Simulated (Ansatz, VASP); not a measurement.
# C: VASP beside Ansatz

```
C
1.0
    -2.12684    1.22795    0.01101
    -2.12684   -1.22795    0.01101
    -2.06382    0.00000   10.61620
C
6
Direct
  0.74999 0.74999 0.83335
  0.41666 0.41666 0.16669
  0.58332 0.58332 0.50002
  0.08333 0.08333 0.16668
  0.24999 0.24999 0.50001
  0.41666 0.41666 0.83335
```

Alike in both runs: task single point; functional r2SCAN; k mesh 12 × 12 × 3; occupations gaussian, width 0.05 eV; no spin polarisation.

|  | VASP | Ansatz |
| --- | --- | --- |
| version | VASP 6.6.1 | Ansatz 0.2.0 |
| potentials or method | VASP PAW PBE potentials, release 64 (C), cutoff 520 eV | scalar-relativistic, plane waves, PAW |
| valence electrons in the cell | 24 | 24 |

|  | VASP | Ansatz | Ansatz less VASP |
| --- | --- | --- | --- |
| gap on the k mesh at the Fermi level (eV) | 0.11 | 0.11 | 0.000 |
| least direct gap on the mesh (eV) | 0.11 | 0.11 | 0.000 |
| pressure (GPa) | 0.7 | 0.0 | -0.64 |
| traceless stress, the component that is largest in VASP (GPa) | -0.76 | -0.02 | +0.747 |
| rms of the force components (eV/Å) | 0.007 | 0.007 | +0.0001 |

VASP's potentials were made for PBE, not for r2SCAN. Atom by atom the forces differ by 0.000 eV/Å (rms over components).
